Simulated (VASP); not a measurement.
# Si (I4/mmm) in VASP: a series of runs, part 2 of 2

VASP 6.6.1. The steps go on from the part before.

## Step 4: Single point, PBE (19.88 Å³/atom)

Contents of INCAR:

```
SYSTEM = Si
PREC = Accurate
ENCUT = 520
EDIFF = 1E-6
ISMEAR = 0
SIGMA = 0.05
LREAL = .False.
LASPH = .True.
NELM = 100
ALGO = Normal
ISIF = 2
LWAVE = .False.
LCHARG = .False.
GGA = PE
NBANDS = 16
```

Contents of KPOINTS:

```
Automatic mesh
0
Gamma
  12 12 12
  0 0 0
```

Contents of POSCAR:

```
Si
1.0
   -3.1257396723      3.1257396723      2.0345439527
    3.1257396723     -3.1257396723      2.0345439527
    3.1257396723      3.1257396723     -2.0345439527
Si
4
Direct
    0.1786105079      0.1786105079      0.3572210158
    0.8213894921      0.8213894921      0.6427789842
    0.1786105079      0.8213894921      0.0000000000
    0.8213894921      0.1786105079      0.0000000000
```

Launch:

```bash
$ cat potpaw_PBE.64/Si/POTCAR > POTCAR
$ mpirun -np 1 vasp_std > vasp.out
```

Run time: 5.8 min. Hardware: 1 thread of Intel Xeon 8259CL, shared host; peak memory 0.26 GiB.

The run converged. Its results:

```
Free energy            : -20.6651 eV
Pressure               : 9.0 GPa
Largest force          : 2.087 eV/Å
Band gap on the k mesh : zero (bands 8 and 9 overlap by 0.43 eV)
```

Forces in eV/Å, atoms in the order of the input:
```
Si   1.476  1.476  0.000
Si  -1.476 -1.476  0.000
Si  -1.476  1.476  0.000
Si   1.476 -1.476  0.000
```

Stress tensor (GPa, compression positive):
```
16.69  0.00  0.00
 0.00 16.69  0.00
 0.00  0.00 -6.46
```

Levels at points of the mesh, in eV from the Fermi level:
| k point | band 4 | band 5 | band 6 | band 7 | band 8 | band 9 | band 10 | band 11 | band 12 | band 13 |
| --- | --- | --- | --- | --- | --- | --- | --- | --- | --- | --- |
| (0.00, 0.00, 0.00) | -5.57 | -4.00 | -1.83 | -1.83 | -0.77 | 0.53 | 1.43 | 1.43 | 3.12 | 3.12 |
| (0.50, 0.00, 0.00) | -5.70 | -4.44 | -3.57 | -2.50 | -0.85 | 1.12 | 3.23 | 3.44 | 3.75 | 5.20 |
| (0.50, 0.50, 0.00) | -4.96 | -2.69 | -2.64 | -2.07 | -1.21 | 0.95 | 1.33 | 2.29 | 4.21 | 4.83 |
| (0.50, 0.50, 0.50) | -5.19 | -3.79 | -0.66 | -0.08 | 0.33 | 0.33 | 3.17 | 4.14 | 4.14 | 4.83 |

Caveat: the stress differs along the axes, from -6 to 17 GPa; semilocal functionals underestimate gaps, and a narrow one can read as zero; forces of over 1 eV/Å act on the atoms, so gaps and moduli don't describe the material at rest.

## Step 5: Single point, PBE (19.88 Å³/atom)

Contents of INCAR:

```
SYSTEM = Si
ALGO = Normal
EDIFF = 1E-7
ENCUT = 520
GGA = PE
ISIF = 2
ISMEAR = 0
LASPH = .TRUE.
LCHARG = .FALSE.
LREAL = .FALSE.
LWAVE = .FALSE.
NBANDS = 16
NELM = 60
PREC = Accurate
SIGMA = 0.05
```

Contents of KPOINTS:

```
k-points
0
G
  12 12 12
  0 0 0
```

Contents of POSCAR:

```
Si
1.0
   -3.3422957739      3.3422957739      1.7794382700
    3.3422957739     -3.3422957739      1.7794382700
    3.3422957739      3.3422957739     -1.7794382700
Si
4
Direct
    0.1786105079      0.1786105079      0.3572210158
    0.8213894921      0.8213894921      0.6427789842
    0.1786105079      0.8213894921      0.0000000000
    0.8213894921      0.1786105079      0.0000000000
```

Potentials or basis: VASP PAW PBE potentials, release 64 (Si).

Launch:

```bash
$ cat potpaw_PBE.64/Si/POTCAR > POTCAR
$ mpirun -np 1 vasp_std > vasp.out
```

OUTCAR:

```text
SYSTEM = Si
   EDIFF = 1E-7
   ENCUT = 520
   GGA = PE
   ISIF = 2
   ISMEAR = 0
   LASPH = .TRUE.
   LREAL = .FALSE.
   NELM = 60
   PREC = Accurate

 ion  position               nearest neighbor table
   1  0.179  0.179  0.357-   2 2.23   2 2.23   3 2.39   4 2.39
   2  0.821  0.821  0.643-   1 2.23   1 2.23   4 2.39   3 2.39
   3  0.179  0.821  0.000-   4 2.23   4 2.23   2 2.39   1 2.39
   4  0.821  0.179  0.000-   3 2.23   3 2.23   2 2.39   1 2.39

  LATTYP: Found a body centered tetragonal cell.
 ALAT       =     6.6845915478
 C/A-ratio  =     0.5324000000

  Lattice vectors:

 A1 = (  -3.3422957739,   3.3422957739,   1.7794382700)
 A2 = (   3.3422957739,  -3.3422957739,   1.7794382700)
 A3 = (   3.3422957739,   3.3422957739,  -1.7794382700)

Analysis of symmetry for initial positions (statically):
=====================================================================
 Subroutine PRICEL returns:
 Original cell was already a primitive cell.

 Routine SETGRP: Setting up the symmetry group for a
 body centered tetragonal supercell.

 Subroutine GETGRP returns: Found 16 space group operations
 (whereof 16 operations were pure point group operations)
 out of a pool of 16 trial point group operations.

The static configuration has the point symmetry D_4h.

Analysis of symmetry for dynamics (positions and initial velocities):
=====================================================================
 Subroutine PRICEL returns:
 Original cell was already a primitive cell.

 Routine SETGRP: Setting up the symmetry group for a
 body centered tetragonal supercell.

 Subroutine GETGRP returns: Found 16 space group operations
 (whereof 16 operations were pure point group operations)
 out of a pool of 16 trial point group operations.

[... 121 lines left out ...]
   IALGO  =     38    algorithm
   IMIX   =      4    mixing-type and parameters
     AMIX     =   0.40;   BMIX     =  1.00
     AMIX_MAG =   1.60;   BMIX_MAG =  1.00
  volume/ion in A,a.u.               =      19.88       134.14
  Fermi-wavevector in a.u.,A,eV,Ry     =   0.959336  1.812882 12.521781  0.920325
  Thomas-Fermi vector in A             =   2.088523
   LORBIT       =      0    0 simple, 1 ext, 2 COOP (PROOUT), +10 PAW based schemes
   GGA     = PE    functional components
   LHFCALC =     F    Hartree Fock is set to
   AEXX    =    0.0000 exact exchange contribution
   IVDW    =     0    specifies the selected vdW correction
   LEPSILON=     F    determine dielectric tensor
   LRPA    =     F    only Hartree local field effects (RPA)
 non-spin polarized calculation
 Gauss-broadening in eV      SIGMA  =   0.05
  energy-cutoff  :      520.00
  volume of cell :       79.51
 maximum number of plane-waves:      2161
 NGX is ok and might be reduce to    40
   NGX = 19   NGY = 19   NGZ = 19

 number of electron      16.0000000 magnetization

 Free energy of the ion-electron system (eV)
  ---------------------------------------------------
  ext. energy  EPLUGINS =         0.00000000
  ---------------------------------------------------
  free energy    TOTEN  =       -20.89488890 eV

  energy without entropy =      -20.89475353  energy(sigma->0) =      -20.89482122

 E-fermi :   6.1450     XC(G=0):  -9.3369

 val. band max:        6.1329499464   @ k =   0.5000   0.5000   0.4167
 cond. band min:       6.1519170328   @ k =  -0.1667  -0.1667   0.1667
 fundamental gap:      0.0189670864
 Fermi energy:         6.1449586516

 k-point     1 :       0.0000    0.0000    0.0000
  band No.  band energies     occupation
      1      -6.4048      2.00000
      2      -2.4683      2.00000
      3       0.2884      2.00000
      4       0.2884      2.00000
      5       2.0736      2.00000
      6       5.0574      2.00000
[... 433 lines left out ...]
      3      -0.6578      2.00000
      4       1.3543      2.00000
      5       2.0274      2.00000
      6       3.0275      2.00000
[... 8 lines left out ...]
     15      12.3420      0.00000
     16      13.3339      0.00000

 [... further k-points ...]

------------------------ aborting loop because EDIFF is reached ----------------------------------------

  FORCE on cell =-STRESS in cart. coord.  units (eV):
  Direction    XX          YY          ZZ          XY          YZ          ZX
  --------------------------------------------------------------------------------------
  -------------------------------------------------------------------------------------
  Total        1.5701311      1.5701311     10.2799887      0.0000000      0.0000000      0.0000000
  in kB       31.6383504     31.6383504    207.1431333      0.0000000      0.0000000      0.0000000
  external PRESSURE =      90.1399447 kB  Pullay stress =       0.0000000 kB

 VOLUME and BASIS-vectors are now :
 -----------------------------------------------------------------------------
  energy-cutoff  :      520.00
  volume of cell :       79.51
      direct lattice vectors                 reciprocal lattice vectors
    -3.342295774  3.342295774  1.779438270     0.000000000  0.149597772  0.280987550
     3.342295774 -3.342295774  1.779438270     0.149597772  0.000000000  0.280987550
     3.342295774  3.342295774 -1.779438270     0.149597772  0.149597772  0.000000000

 POSITION                                       TOTAL-FORCE (eV/Angst)
 -----------------------------------------------------------------------------------
      1.19394      1.19394     -0.00000        -0.722858     -0.722858     -0.000000
      2.14836      2.14836      1.77944         0.722858      0.722858      0.000000
      2.14836     -2.14836      1.77944         0.722858     -0.722858      0.000000
     -2.14836      2.14836      1.77944        -0.722858      0.722858      0.000000
 -----------------------------------------------------------------------------------
    total drift:                               -0.000000     -0.000000      0.000000

  FREE ENERGIE OF THE ION-ELECTRON SYSTEM (eV)
  ---------------------------------------------------
  free  energy   TOTEN  =       -20.8948888993 eV

  energy  without entropy=      -20.8947535313  energy(sigma->0) =      -20.89482122
```

stdout:

```text
POSCAR found type information on POSCAR Si
 POSCAR found :  1 types and       4 ions
 scaLAPACK will be used
 LDA part: xc-table for (Slater+PW92), standard interpolation
 POSCAR, INCAR and KPOINTS ok, starting setup
 FFT: planning ... GRIDC
 FFT: planning ... GRID_SOFT
 FFT: planning ... GRID
 WAVECAR not read
 entering main loop
```

Wall time 8.8 min (1 thread of Intel Xeon 8259CL, shared host); peak memory 0.29 GiB.

What came out:

```
Free energy            : -20.8949 eV
Pressure               : 9.0 GPa
Largest force          : 1.022 eV/Å
Band gap on the k mesh : zero (bands 8 and 9 overlap by 0.08 eV)
```

Forces in eV/Å, atoms in the order of the input:
```
Si  -0.723 -0.723  0.000
Si   0.723  0.723  0.000
Si   0.723 -0.723  0.000
Si  -0.723  0.723  0.000
```

Levels at points of the mesh, in eV from the Fermi level:
| k point | band 5 | band 6 | band 7 | band 8 | band 9 | band 10 | band 11 | band 12 |
| --- | --- | --- | --- | --- | --- | --- | --- | --- |
| (0.00, 0.00, 0.00) | -4.07 | -1.09 | -1.09 | -0.57 | 1.15 | 1.15 | 2.11 | 2.85 |
| (0.50, 0.00, 0.00) | -4.69 | -3.73 | -2.44 | -1.78 | 0.63 | 2.08 | 2.73 | 3.28 |
| (0.50, 0.50, 0.00) | -3.24 | -2.44 | -1.52 | -1.19 | 1.79 | 2.34 | 2.55 | 3.66 |
| (0.50, 0.50, 0.50) | -2.40 | -0.22 | -0.22 | 0.04 | 1.19 | 2.75 | 3.02 | 4.72 |

Caveat: the stress differs along the axes, from 3 to 21 GPa; semilocal functionals underestimate gaps, and a narrow one can read as zero; forces of over 1 eV/Å act on the atoms, so gaps and moduli don't describe the material at rest.

## Step 6: The runs side by side

```tsv
cell	gap on the mesh (eV)	pressure (GPa)	largest force (eV/Å)
a = 5.094 Å, angles 96.6, 96.6, 140.2°, 4 atoms	none	9.9	1.60
a = 4.933 Å, angles 98.8, 98.8, 134.0°, 4 atoms	none	8.1	0.74
a = 4.866 Å, angles 100.1, 100.1, 130.6°, 4 atoms	none	9.0	2.09
a = 5.051 Å, angles 97.1, 97.1, 138.7°, 4 atoms	none	9.0	1.02
```

Alike in all rows: task single point; level PBE; potentials or basis VASP PAW PBE potentials, release 64 (Si); no spin polarisation; k mesh 12 × 12 × 12; cutoff (eV) 520; smearing gaussian 0.05 eV.

Caveats: semilocal functionals underestimate gaps, and a narrow one can read as zero; forces of over 1 eV/Å act on the atoms, so gaps and moduli don't describe the material at rest (at least some runs); the stress differs along the axes, from 1 to 27 GPa (at least some runs); the stress differs along the axes, from 3 to 11 GPa (at least some runs); the stress differs along the axes, from -6 to 17 GPa (at least some runs); the stress differs along the axes, from 3 to 21 GPa (at least some runs).

Absolute energies hang on the potentials; compare differences alone.

The gap in the log of VASP goes by the Fermi energy; the results here count the filled bands.